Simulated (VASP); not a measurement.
# Ca (Fm-3m) in VASP: further runs, part 2 of 2

VASP 6.6.1. Earlier steps stand in the parts before.

### 4 Single point, PBE+D3(BJ)

This run uses another cell than the first one, of 40.12 Å³/atom, 0.884 times its volume.

Input file INCAR:

```
SYSTEM = Ca
  PREC = Accurate
  ENCUT = 520
  EDIFF = 1E-6
  ISMEAR = -1
  SIGMA = 0.05
  LREAL = .FALSE.
  LASPH = .TRUE.
  NELM = 80
  ALGO = Normal
  ISIF = 2
  LWAVE = .FALSE.
  LCHARG = .FALSE.
  GGA = PE
  IVDW = 12
  NBANDS = 11
```

Input file KPOINTS:

```
regular mesh
0
G
  8 8 8
  0 0 0
```

Input file POSCAR:

```
Ca
1.0
    0.0000000000      2.7170711716      2.7170711716
    2.7170711716      0.0000000000      2.7170711716
    2.7170711716      2.7170711716      0.0000000000
Ca
1
Direct
    0.0000000000      0.0000000000      0.0000000000
```

Potentials or basis: VASP PAW PBE potentials, release 64 (Ca_sv).

Run with:

```sh
$ cat potpaw_PBE.64/Ca_sv/POTCAR > POTCAR
$ mpirun -np 1 vasp_std > vasp.out
```

OUTCAR:

```text
SYSTEM = Ca
   PREC = Accurate
   ENCUT = 520
   EDIFF = 1E-6
   ISMEAR = -1
   LREAL = .FALSE.
   LASPH = .TRUE.
   NELM = 80
   ISIF = 2
   GGA = PE
   IVDW = 12
 IVDW          = 12

 ion  position               nearest neighbor table
   1  0.000  0.000  0.000-

  LATTYP: Found a face centered cubic cell.
 ALAT       =     5.4341423432

  Lattice vectors:

 A1 = (   0.0000000000,   2.7170711716,   2.7170711716)
 A2 = (   2.7170711716,   0.0000000000,   2.7170711716)
 A3 = (   2.7170711716,   2.7170711716,   0.0000000000)

Analysis of symmetry for initial positions (statically):
=====================================================================
 Subroutine PRICEL returns:
 Original cell was already a primitive cell.

 Routine SETGRP: Setting up the symmetry group for a
 face centered cubic supercell.

 Subroutine GETGRP returns: Found 48 space group operations
 (whereof 48 operations were pure point group operations)
 out of a pool of 48 trial point group operations.

The static configuration has the point symmetry O_h .

Analysis of symmetry for dynamics (positions and initial velocities):
=====================================================================
 Subroutine PRICEL returns:
 Original cell was already a primitive cell.

 Routine SETGRP: Setting up the symmetry group for a
 face centered cubic supercell.

 Subroutine GETGRP returns: Found 48 space group operations
 (whereof 48 operations were pure point group operations)
 out of a pool of 48 trial point group operations.

The dynamic configuration has the point symmetry O_h .

 Subroutine INISYM returns: Found 48 space group operations
 (whereof 48 operations are pure point group operations),
 and found     1 'primitive' translations

----------------------------------------------------------------------------------------

                                     Primitive cell

  volume of cell :      40.1174

  direct lattice vectors                    reciprocal lattice vectors
     0.000000000  2.717071172  2.717071172    -0.184021679  0.184021679  0.184021679
     2.717071172  0.000000000  2.717071172     0.184021679 -0.184021679  0.184021679
     2.717071172  2.717071172  0.000000000     0.184021679  0.184021679 -0.184021679

  length of vectors
     3.842518901  3.842518901  3.842518901     0.318734898  0.318734898  0.318734898

  position of ions in fractional coordinates (direct lattice)
     0.000000000  0.000000000  0.000000000

  ion indices of the primitive-cell ions
   primitive index   ion index
                 1           1

----------------------------------------------------------------------------------------

 KPOINTS: regular mesh

Automatic generation of k-mesh.
 Grid dimensions read from file:
 generate k-points for:    8    8    8

 Generating k-lattice:

  Cartesian coordinates                     Fractional coordinates (reciprocal lattice)
    -0.023002710  0.023002710  0.023002710     0.125000000  0.000000000  0.000000000
     0.023002710 -0.023002710  0.023002710     0.000000000  0.125000000  0.000000000
     0.023002710  0.023002710 -0.023002710     0.000000000  0.000000000  0.125000000

  Length of vectors
     0.039841862  0.039841862  0.039841862

  Shift w.r.t. Gamma in fractional coordinates (k-lattice)
     0.000000000  0.000000000  0.000000000

 Subroutine IBZKPT returns following result:
 ===========================================

 Found     29 irreducible k-points:

 Following reciprocal coordinates:
            Coordinates               Weight
  0.000000  0.000000  0.000000      1.000000
  0.125000  0.000000  0.000000      8.000000
  0.250000  0.000000  0.000000      8.000000
  0.375000  0.000000  0.000000      8.000000
  0.500000  0.000000  0.000000      4.000000
  0.125000  0.125000  0.000000      6.000000
[... 16 lines left out ...]
  0.500000  0.250000  0.125000     48.000000
 -0.375000  0.250000  0.125000     24.000000
 [... further k-points ...]
   k-points           NKPTS =     29   k-points in BZ     NKDIM =     29   number of bands    NBANDS=     11
   number of dos      NEDOS =    301   number of ions     NIONS =      1
   total plane-waves  NPLWV =  27000
   dimension x,y,z NGX =    30 NGY =   30 NGZ =   30
   dimension x,y,z NGXF=    60 NGYF=   60 NGZF=   60
   ions per type =               1
   NGX,Y,Z   is equivalent  to a cutoff of  12.98, 12.98, 12.98 a.u.
   NGXF,Y,Z  is equivalent  to a cutoff of  25.96, 25.96, 25.96 a.u.
 SYSTEM =  Ca
   PREC   = accura    normal or accurate (medium, high low for compatibility)
   ISTART =      0    job   : 0-new  1-cont  2-samecut
   ICHARG =      2    charge: 1-file 2-atom 10-const
   ISPIN  =      1    spin polarized calculation?
   LNONCOLLINEAR =      F non collinear calculations
   LSORBIT =      F    spin-orbit coupling
   LASPH  =      T    aspherical Exc in radial PAW
   ENCUT  =  520.0 eV  38.22 Ry    6.18 a.u.   7.14  7.14  7.14*2*pi/ulx,y,z
   NELM   =     80;   NELMIN=  2; NELMDL= -5     # of ELM steps
   EDIFF  = 0.1E-05   stopping-criterion for ELM
   LREAL  =      F    real-space projection
   EDIFFG = 0.1E-04   stopping-criterion for IOM
   NSW    =      0    number of steps for IOM
   IBRION =     -1    ionic relax: 0-MD 1-quasi-New 2-CG
   NFREE  =      0    steps in history (QN), initial steepest desc. (CG)
   ISIF   =      2    stress and relaxation
   ISYM   =      2    0-nonsym 1-usesym 2-fastsym
   POTIM  = 0.5000    time-step for ionic-motion
   TEBEG  =    0.0;   TEEND  =   0.0 temperature during run
   PSTRESS=    0.0 pullay stress
   NELECT =      10.0000    total number of electrons
   NUPDOWN=      -1.0000    fix difference up-down
   EMIN   =  10.00;   EMAX   =-10.00  energy-range for DOS
   EFERMI =   0.00;   METHOD = LEGACY
   ISMEAR =    -1;   SIGMA  =   0.05  broadening in eV -4-tet -1-fermi 0-gaus
   EFERMI_NEDOS =   21; number of points for ismear=-14 and -15
   IALGO  =     38    algorithm
   IMIX   =      4    mixing-type and parameters
     AMIX     =   0.40;   BMIX     =  1.00
     AMIX_MAG =   1.60;   BMIX_MAG =  1.00
  volume/ion in A,a.u.               =      40.12       270.73
  Fermi-wavevector in a.u.,A,eV,Ry     =   1.030300  1.946985 14.442838  1.061519
  Thomas-Fermi vector in A             =   2.164391
   LORBIT       =      0    0 simple, 1 ext, 2 COOP (PROOUT), +10 PAW based schemes
   GGA     = PE    functional components
   LHFCALC =     F    Hartree Fock is set to
   AEXX    =    0.0000 exact exchange contribution
   IVDW    =    12    specifies the selected vdW correction
   LEPSILON=     F    determine dielectric tensor
   LRPA    =     F    only Hartree local field effects (RPA)
 non-spin polarized calculation
  energy-cutoff  :      520.00
  volume of cell :       40.12
 maximum number of plane-waves:      1106
 NGX is ok and might be reduce to    30
   NGX = 15   NGY = 15   NGZ = 15

 number of electron      10.0000001 magnetization

 Free energy of the ion-electron system (eV)
  ---------------------------------------------------
  ext. energy  EPLUGINS =         0.00000000
  ---------------------------------------------------
  free energy    TOTEN  =        -1.92879803 eV

  energy without entropy =       -1.91761190  energy(sigma->0) =       -1.92320497

 E-fermi :   2.1250     XC(G=0):  -7.8929

 val. band max:        2.1009512641   @ k =  -0.3750   0.2500   0.1250
 cond. band min:       2.1647474113   @ k =  -0.3750   0.3750   0.0000
 fundamental gap:      0.0637961472
 Fermi energy:         2.1249945584

 k-point     1 :       0.0000    0.0000    0.0000
  band No.  band energies     occupation
      1     -39.7284      2.00000
      2     -20.6385      2.00000
      3     -20.6385      2.00000
      4     -20.6385      2.00000
      5      -1.9506      2.00000
      6       4.5738      0.00000
      7       4.5738      0.00000
      8       4.5738      0.00000
      9       5.7104      0.00000
     10       5.7104      0.00000
     11      11.5052      0.00000
[... 309 lines left out ...]
 k-point    24 :      -0.3750    0.2500    0.1250
  band No.  band energies     occupation
      1     -39.7083      2.00000
      2     -20.7821      2.00000
      3     -20.7045      2.00000
      4     -20.6751      2.00000
      5       1.8473      1.99229
      6       2.1010      1.23590
      7       3.6951      0.00000
      8       4.8933      0.00000
      9       6.2728      0.00000
     10       6.8708      0.00000
     11       7.4012      0.00000

 [... further k-points ...]

------------------------ aborting loop because EDIFF is reached ----------------------------------------

 Edisp (eV)   -0.24127

 E8    (eV) :    -0.1216

  FORCE on cell =-STRESS in cart. coord.  units (eV):
  Direction    XX          YY          ZZ          XY          YZ          ZX
  --------------------------------------------------------------------------------------
  -------------------------------------------------------------------------------------
  Total      -0.00142    -0.00142    -0.00142    -0.00000    -0.00000    -0.00000
  in kB      -0.05671    -0.05671    -0.05671    -0.00000    -0.00000    -0.00000
  external pressure =       -0.06 kB  Pullay stress =        0.00 kB

 VOLUME and BASIS-vectors are now :
 -----------------------------------------------------------------------------
  energy-cutoff  :      520.00
  volume of cell :       40.12
      direct lattice vectors                 reciprocal lattice vectors
     0.000000000  2.717071172  2.717071172    -0.184021679  0.184021679  0.184021679
     2.717071172  0.000000000  2.717071172     0.184021679 -0.184021679  0.184021679
     2.717071172  2.717071172  0.000000000     0.184021679  0.184021679 -0.184021679

 POSITION                                       TOTAL-FORCE (eV/Angst)
 -----------------------------------------------------------------------------------
      0.00000      0.00000      0.00000        -0.000000      0.000000     -0.000000
 -----------------------------------------------------------------------------------
    total drift:                               -0.000000     -0.000000     -0.000000

  FREE ENERGIE OF THE ION-ELECTRON SYSTEM (eV)
  ---------------------------------------------------
  free  energy   TOTEN  =        -2.1700726849 eV

  energy  without entropy=       -2.1588865550  energy(sigma->0) =       -2.16447962
```

OSZICAR:

```text
N       E                     dE             d eps       ncg     rms          rms(c)
DAV:   1     0.655867309115E+02    0.65587E+02   -0.48924E+03   638   0.811E+02
DAV:   2    -0.387791552247E+00   -0.65975E+02   -0.65374E+02   713   0.208E+02
DAV:   3    -0.188114868084E+01   -0.14934E+01   -0.14790E+01   988   0.303E+01
DAV:   4    -0.193955322382E+01   -0.58405E-01   -0.58094E-01   802   0.476E+00
DAV:   5    -0.194279286631E+01   -0.32396E-02   -0.32381E-02   903   0.608E-01    0.215E+00
DAV:   6    -0.193241035047E+01    0.10383E-01   -0.11669E-02   797   0.117E+00    0.131E+00
DAV:   7    -0.192923842462E+01    0.31719E-02   -0.16992E-02   749   0.151E+00    0.104E-01
DAV:   8    -0.192878727042E+01    0.45115E-03   -0.20030E-03   759   0.426E-01    0.215E-02
DAV:   9    -0.192879747476E+01   -0.10204E-04   -0.84106E-05   857   0.795E-02    0.532E-03
DAV:  10    -0.192879803476E+01   -0.56000E-06   -0.54562E-06   903   0.162E-02
   1 F= -.21700727E+01 E0= -.21644796E+01  d E =-.111861E-01
```

Wall time 21 s (1 thread of AMD EPYC 7R13, shared host); peak memory 0.15 GiB.

Results:

```
Free energy                : -2.1701 eV
Pressure                   : 0.0 GPa
Band gap on the k mesh     : zero (band 5 reaches 2.33 eV, above the bottom of band 6 at 2.04 eV)
Dispersion energy per atom : -0.241 eV
```

Caveat: pairwise dispersion overbinds metals, which lowers pressure and volume.

### 5 Single point, PBE

This run uses another cell than the first one, of 42.13 Å³/atom, 0.929 times its volume.

Input file INCAR:

```
SYSTEM = Ca
PREC     = Accurate       ! precision mode
ENCUT    = 520            ! plane-wave cutoff, eV
EDIFF    = 1E-6           ! SCF threshold, eV
ISMEAR   = -1             ! smearing method
SIGMA    = 0.05           ! smearing width, eV
LREAL    = .False.        ! projectors in reciprocal space
LASPH    = .True.         ! aspherical terms in the spheres
NELM     = 60             ! most SCF steps
ALGO     = Normal         ! electronic algorithm
ISIF     = 2              ! what is computed and relaxed
LWAVE    = .False.        ! write WAVECAR
LCHARG   = .True.         ! write CHGCAR
GGA      = PE             ! functional
LELF     = .True.         ! ELF
LVHAR    = .True.       
NBANDS   = 11             ! bands
```

Input file KPOINTS:

```
Automatic mesh
0
Gamma
  8 8 8
  0 0 0
```

Input file POSCAR:

```
Ca
1.0
    0.0000000000      2.7618608213      2.7618608213
    2.7618608213      0.0000000000      2.7618608213
    2.7618608213      2.7618608213      0.0000000000
Ca
1
Direct
    0.0000000000      0.0000000000      0.0000000000
```

Run with:

```sh
$ cat potpaw_PBE.64/Ca_sv/POTCAR > POTCAR
$ mpirun -np 1 vasp_std > vasp.out
```

Run time: 21 s. Hardware: 1 thread of AMD EPYC 7R13, shared host; peak memory 0.14 GiB.

Results (log left out):

```yaml
Free_energy: -1.9350 eV
Pressure: 0.0 GPa
Band_gap_on_the_k_mesh: zero (band 5 reaches 2.16 eV, above the bottom of band 6 at 1.81 eV)
```

Levels at points of the mesh, in eV from the Fermi level:
| k point | band 1 | band 2 | band 3 | band 4 | band 5 | band 6 | band 7 | band 8 | band 9 | band 10 |
| --- | --- | --- | --- | --- | --- | --- | --- | --- | --- | --- |
| (0.00, 0.00, 0.00) | -41.97 | -22.88 | -22.88 | -22.88 | -3.99 | 2.38 | 2.38 | 2.38 | 3.46 | 3.46 |
| (0.50, 0.00, 0.00) | -41.95 | -23.02 | -22.90 | -22.90 | -0.94 | -0.12 | 2.27 | 2.27 | 4.14 | 4.14 |
| (0.50, 0.50, 0.00) | -41.95 | -23.01 | -22.93 | -22.93 | -0.41 | 0.62 | 1.01 | 4.14 | 4.33 | 4.33 |

### 6 Overview

| level | potentials or basis | cell | gap on the mesh (eV) | pressure (GPa) |
| --- | --- | --- | --- | --- |
| LDA | VASP PAW LDA potentials, release 64 (Ca_sv) | a = 4.004 Å, angles 60.0°, 1 atom | none | -2.6 |
| LDA | VASP PAW LDA potentials, release 64 (Ca_sv) | a = 4.029 Å, angles 60.0°, 1 atom | none | -2.8 |
| PBE+D3(BJ) | VASP PAW PBE potentials, release 64 (Ca_sv) | a = 3.843 Å, angles 60.0°, 1 atom | none | 0.0 |
| PBE | VASP PAW PBE potentials, release 64 (Ca_sv) | a = 3.906 Å, angles 60.0°, 1 atom | none | 0.0 |

Alike in all rows: task single point; no spin polarisation; k mesh 8 × 8 × 8; cutoff (eV) 520; smearing fermi-dirac 0.05 eV.

Caveats: pairwise dispersion overbinds metals, which lowers pressure and volume (some runs).

Absolute energies hang on the potentials; compare differences alone.
